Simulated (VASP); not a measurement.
Runs of VASP 6.6.1 on SbS5. The structure is that of space group P6/mmm (No. 191), or close to it. The cells are those of the table. The cell was built from a structure type or drawn by symmetry, and may not be a known phase.

```tsv
task	cell	k mesh	cutoff (eV)	gap on the mesh (eV)	pressure (GPa)	relaxed volume (Å³/atom)
relaxation of cell and atoms	relaxed from a = 5.839, b = 5.839, c = 3.864 Å, angles 90.0, 90.0, 120.0°, 6 atoms	6 × 6 × 10	600	none	0.1	(a)
single point	a = 6.560, b = 6.560, c = 3.224 Å, angles 90.0, 90.0, 120.0°, 6 atoms	6 × 6 × 10	520	none	-0.2	-
relaxation of cell and atoms	relaxed from a = 5.959, b = 5.959, c = 4.814 Å, angles 90.0, 90.0, 120.0°, 6 atoms	3 × 3 × 4	600	none	0.1	20.03
single point	a = 5.959, b = 5.959, c = 4.814 Å, angles 90.0, 90.0, 120.0°, 6 atoms	3 × 3 × 4	520	none	-10.6	-
single point	a = 5.839, b = 5.839, c = 3.864 Å, angles 90.0, 90.0, 120.0°, 6 atoms	3 × 3 × 4	520	none	(b)	-
```

Alike in all rows: level PBE; potentials or basis VASP PAW PBE potentials, release 64 (Sb, S); no spin polarisation; smearing gaussian 0.1 eV.

Question: Estimate the missing entries.

Answer: (a) 19.96; (b) -0.1.

Caveats: some runs use coarse meshes; spin-orbit coupling is left out, which moves the levels of the heavy elements; a cell axis changed by over 15 % at a fixed basis, so the end point is rough (at least some runs); the volume moved by over 15 % at a fixed basis, so the end points are rough (at least some runs).

A k mesh can miss the band edges, and the runs leave out spin-orbit coupling on Sb.

A gap of «none» marks levels without a gap at the run's occupations.
